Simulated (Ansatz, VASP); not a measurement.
## Two plane-wave programs on MgO

```
Mg O
1.0
     0.00000    2.12000    2.12000
     2.12000    0.00000    2.12000
     2.12000    2.12000    0.00000
Mg O
1 1
Cartesian
  0.0000 0.0000 0.0000
  2.1200 2.1200 2.1200
```

Alike in both runs: task single point; functional PBEsol; k mesh 8 × 8 × 8; occupations gaussian, width 0.05 eV; no spin polarisation.

|  | VASP | Ansatz |
| --- | --- | --- |
| version | VASP 6.6.1 | Ansatz 0.2.0 |
| potentials or method | VASP PAW PBE potentials, release 64 (Mg, O), cutoff 600 eV | scalar-relativistic, plane waves, PAW |
| valence electrons in the cell | 8 | 16 |

```csv
,VASP,Ansatz,Ansatz less VASP
gap on the k mesh at the Fermi level (eV),4.45,4.45,-0.001
least direct gap on the mesh (eV),4.45,4.45,-0.001
pressure (GPa),-3.5,-2.8,+0.74
```

VASP's potentials were made for PBE, not for PBEsol. VASP's potentials hold 8 valence electrons a cell and Ansatz's 16, so a difference there can come from the potentials and not from the codes.
